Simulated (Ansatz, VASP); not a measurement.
## One calculation of ScSn3Se, two programs

```xyz
5
Lattice="5.5634 0.0000 0.0000 0.0000 5.5634 0.0000 0.0000 0.0000 5.5634" Properties=species:S:1:pos:R:3 pbc="T T T"
Sc    2.7817    2.7817    2.7817
Sn    0.0000    2.7817    2.7817
Sn    2.7817    0.0000    2.7817
Sn    2.7817    2.7817    0.0000
Se    0.0000    0.0000    0.0000
```

Alike in both runs: functional PBE; k mesh 8 × 8 × 8; occupations gaussian, width 0.1 eV; no spin polarisation.

Ansatz relaxed the structure, and its values are those at the end. VASP's run is a single point on that final structure, the one shown.

|  | VASP | Ansatz |
| --- | --- | --- |
| version | VASP 6.6.1 | Ansatz 0.2.0 |
| potentials or method | VASP PAW PBE potentials, release 64 (Sc_sv, Sn_d, Se), cutoff 520 eV | scalar-relativistic, plane waves, PAW |
| valence electrons in the cell | 59 | 69 |

```tsv
	VASP	Ansatz	Ansatz less VASP
gap on the k mesh at the Fermi level (eV)	none	none	-
pressure (GPa)	0.0	0.0	+0.02
```

A gap of «none» marks a metal or a gap that the smearing closes. VASP's potentials hold 59 valence electrons a cell and Ansatz's 69, so a difference there can come from the potentials and not from the codes.
